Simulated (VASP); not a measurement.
Here is a VASP 6.6.1 calculation.

Contents of INCAR:

```
SYSTEM = Nb16H
ALGO = Normal
EDIFF = 1E-6
ENCUT = 520
GGA = PS
ISIF = 2
ISMEAR = -1
LASPH = .True.
LCHARG = .True.
LELF = .True.
LREAL = Auto
LVHAR = .True.
LWAVE = .False.
NBANDS = 118
NELM = 80
PREC = Accurate
SIGMA = 0.05
```

File KPOINTS:

```
k-points
0
Gamma
  2 2 2
  0 0 0
```

POSCAR

```
Nb16H
1.0
    6.6000000000      0.0000000000      0.0000000000
    0.0000000000      6.6000000000      0.0000000000
    0.0000000000      0.0000000000      6.6000000000
Nb H
16 1
Direct
    0.0123939394      0.0176363636     -0.0032272727
    0.5030606061      0.0113333333     -0.0152575758
   -0.0221060606      0.4844848485      0.0310454545
    0.0094393939     -0.0107878788      0.5476666667
    0.2565151515      0.2350757576      0.2572272727
    0.5005303030      0.5073636364     -0.0333939394
    0.4692272727      0.0119696970      0.4843636364
    0.7414696970      0.2473484848      0.2576212121
   -0.0393030303      0.5155606061      0.4908030303
    0.2391060606      0.7430151515      0.2242727273
    0.2470606061      0.2898636364      0.7430454545
    0.4875000000      0.4968333333      0.4506060606
    0.7375151515      0.7523333333      0.2173484848
    0.7619090909      0.2236818182      0.7299848485
    0.2065757576      0.7483787879      0.7831363636
    0.7414393939      0.7558939394      0.7227878788
    0.4750909091      0.7380151515      0.6103181818
```

Potentials or basis: VASP PAW PBE potentials, release 64 (Nb_sv, H).

The run is started by

```bash
$ cat potpaw_PBE.64/Nb_sv/POTCAR potpaw_PBE.64/H/POTCAR > POTCAR
$ mpirun -np 1 vasp_std > vasp.out
```

Q: Predict the largest force.

A: 3.145 eV/Å.

Q: Predict the pressure.

A: 0.8 GPa.

Stress tensor (GPa, compression positive):
```
1.02 0.00 0.30
0.00 1.15 1.09
0.30 1.09 0.36
```

Caveat: the k points lie up to 0.48 Å⁻¹ apart; the PAW data sets were made with another functional, which shifts forces and pressure a little.
